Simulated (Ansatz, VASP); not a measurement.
# Two plane-wave programs on TiBeH2

```
Ti Be H
1.0
     2.78128    0.00000    0.00000
     0.00000    2.78128    0.00000
     0.00000    0.00000    3.92666
Ti Be H
1 1 2
Direct
  0.50000 0.50000 0.50000
  0.00000 0.00000 0.00000
  0.00000 0.00000 0.50000
  0.50000 0.50000 0.00000
```

Change from the starting cell: species swapped into the HfZrC2 type (P4/mmm, No. 123).

Alike in both runs: task single point; functional PBE; k mesh 6 × 6 × 4; occupations gaussian, width 0.1 eV; no spin polarisation.

|  | VASP | Ansatz |
| --- | --- | --- |
| version | VASP 6.6.1 | Ansatz 0.2.0 |
| potentials or method | VASP PAW PBE potentials, release 64 (Ti_sv, Be, H), cutoff 520 eV | scalar-relativistic, plane waves, PAW |
| valence electrons in the cell | 16 | 16 |

|  | VASP | Ansatz | Ansatz less VASP |
| --- | --- | --- | --- |
| gap on the k mesh at the Fermi level (eV) | none | none | - |
| pressure (GPa) | -4.7 | -4.7 | +0.08 |
| traceless stress, the component that is largest in VASP (GPa) | -6.97 | -6.95 | +0.016 |

A gap of «none» marks a metal or a gap that the smearing closes.

The k mesh is coarse, so the values compare programs but aren't converged.
